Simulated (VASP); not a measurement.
Set up this calculation in VASP 6.6.1, as the native input.

* Task: single point
* Functional: PBE
* Potentials or basis: VASP PAW PBE potentials, release 64 (Cd, F)
* Cutoff: 520 eV
* k mesh: 8 × 8 × 8
* Occupations: fermi-dirac, width 0.02 eV
* Spin: no spin polarisation
* Dipole correction: no
* Further INCAR settings: ALGO = Normal; EDIFF = 1e-07; NBANDS = 20

The structure of CdF2 lies in POSCAR:

```
CdF2
1.0
    0.0000000000      2.6241007332      2.6825809990
    2.6825809990      0.0000000000      2.6825809990
    2.6825809990      2.6241007332      0.0000000000
Cd F
1 2
Direct
    0.0000000000      0.0000000000      0.0000000000
    0.2500000000      0.2500000000      0.2500000000
    0.7500000000      0.7500000000      0.7500000000
```

This cell differs from its parent crystal: uniaxial y strain -2.2%.

One way to write it, as run:

INCAR

```
PREC = Accurate ; ENCUT = 520
EDIFF = 1E-7 ; ISMEAR = -1
SIGMA = 0.02 ; LREAL = False
LASPH = True ; NELM = 100
ALGO = Normal ; ISIF = 2
LWAVE = False ; LCHARG = False
GGA = PE ; NBANDS = 20
```

KPOINTS

```
regular mesh
0
Gamma
  8 8 8
```

Potentials or basis: VASP PAW PBE potentials, release 64 (Cd, F).

Command:

```console
$ cat potpaw_PBE.64/Cd/POTCAR potpaw_PBE.64/F/POTCAR > POTCAR
$ mpirun -np 1 vasp_std > vasp.out
```

Results of the run:

| Property | Result |
| --- | --- |
| Pressure | 10.8 GPa |
| Band gap on the k mesh | 3.17 eV (least direct gap 3.62 eV) |

Caveat: the cell differs from its parent crystal (uniaxial y strain -2.2%); the cell stands under pressure.

Wall time 100 s on 1 thread of Intel Xeon 8259CL (shared host), peak memory 0.18 GiB.
